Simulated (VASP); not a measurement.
A run of VASP 6.6.1:

The input POSCAR:

```
InO
1.0
    3.7299029054      0.0000000000      0.0000000000
   -1.8649514527      3.2301906697      0.0000000000
    0.0000000000      0.0000000000     14.6069320000
In O
2 2
Direct
    0.6666666667      0.3333333333      0.5900210000
    0.6666666667      0.3333333333      0.4099790000
    0.0000000000      0.0000000000      0.6398670000
    0.0000000000      0.0000000000      0.3601330000
```

Contents of INCAR.step1:

```
SYSTEM = InO
ALGO     = Normal         ! electronic algorithm
EDIFF    = 1E-4           ! SCF threshold, eV
ENCUT    = 520            ! plane-wave cutoff, eV
GGA      = PE             ! functional
ISMEAR   = 0              ! smearing method
LASPH    = .True.         ! aspherical terms in the spheres
LCHARG   = .False.        ! write CHGCAR
LREAL    = .False.        ! projectors in reciprocal space
LWAVE    = .True.         ! write WAVECAR
NBANDS   = 27             ! bands
NELM     = 80             ! most SCF steps
PREC     = Accurate       ! precision mode
SIGMA    = 0.05           ! smearing width, eV
```

Contents of INCAR.step2:

```
SYSTEM = InO
ALGO     = Normal         ! electronic algorithm
EDIFF    = 1E-6           ! SCF threshold, eV
ENCUT    = 520            ! plane-wave cutoff, eV
ISIF     = 2              ! what is computed and relaxed
ISMEAR   = 0              ! smearing method
ISTART   = 1            
LASPH    = .True.         ! aspherical terms in the spheres
LCHARG   = .True.         ! write CHGCAR
LELF     = .True.         ! ELF
LMIXTAU  = .True.       
LREAL    = .False.        ! projectors in reciprocal space
LVHAR    = .True.       
LWAVE    = .False.        ! write WAVECAR
METAGGA  = R2SCAN         ! meta-GGA
NBANDS   = 27             ! bands
NELM     = 80             ! most SCF steps
PREC     = Accurate       ! precision mode
SIGMA    = 0.05           ! smearing width, eV
```

KPOINTS

```
k-points
0
Gamma
  12 12 2
  0 0 0
```

Potentials or basis: VASP PAW PBE potentials, release 64 (In_d, O).

Launch:

```console
$ cat potpaw_PBE.64/In_d/POTCAR potpaw_PBE.64/O/POTCAR > POTCAR
$ cp INCAR.step1 INCAR
$ mpirun -np 1 vasp_std > vasp.out
$ cp INCAR.step2 INCAR
$ mpirun -np 1 vasp_std > vasp.out
```

Hardware: 1 thread of Intel Xeon 8259CL, on a shared host.

Estimate the wall time of this run.

Run time: 27 min on 1 thread of Intel Xeon 8259CL (shared host), peak memory 0.41 GiB. Counts: k points 38.
